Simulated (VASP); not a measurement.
A run of VASP 6.6.1 is set up as follows.

POSCAR

```
AlP
1.0
    0.0000000000      2.6570794904      2.6570794904
    2.6570794904      0.0000000000      2.6570794904
    2.6570794904      2.6570794904      0.0000000000
Al P
1 1
Direct
    0.0000000000      0.0000000000      0.0000000000
    0.2500000000      0.2500000000      0.2500000000
```

The input INCAR.step1:

```
SYSTEM = AlP
  ALGO = Normal
  EDIFF = 1E-5
  ENCUT = 550
  GGA = PE
  GGA_COMPAT = .False.
  ISMEAR = 0
  LASPH = .True.
  LCHARG = .False.
  LREAL = .False.
  LWAVE = .True.
  NBANDS = 11
  NELM = 120
  PREC = Accurate
  SIGMA = 0.01
```

INCAR.step2

```
SYSTEM = AlP
  ALGO = Normal
  EDIFF = 1E-6
  ENCUT = 550
  GGA_COMPAT = .False.
  ISIF = 2
  ISMEAR = 0
  ISTART = 1
  LASPH = .True.
  LCHARG = .False.
  LMIXTAU = .True.
  LREAL = .False.
  LWAVE = .False.
  METAGGA = R2SCAN
  NBANDS = 11
  NELM = 120
  PREC = Accurate
  SIGMA = 0.01
```

Contents of KPOINTS:

```
k-points
0
Gamma
  8 8 8
  0 0 0
```

Potentials or basis: VASP PAW PBE potentials, release 64 (Al, P).

The run is started by

```sh
$ cat potpaw_PBE.64/Al/POTCAR potpaw_PBE.64/P/POTCAR > POTCAR
$ cp INCAR.step1 INCAR
$ mpirun -np 1 vasp_std > vasp.out
$ cp INCAR.step2 INCAR
$ mpirun -np 1 vasp_std > vasp.out
```

Estimate the pressure.

9.6 GPa.

What does it give for the band gap on the k mesh?

1.75 eV, indirect (least direct gap 4.10 eV).

Caveat: the cell differs from its parent crystal (strain -3.0%); the PAW data sets were made with another functional, which shifts forces and pressure a little. A k mesh can miss the band edges.
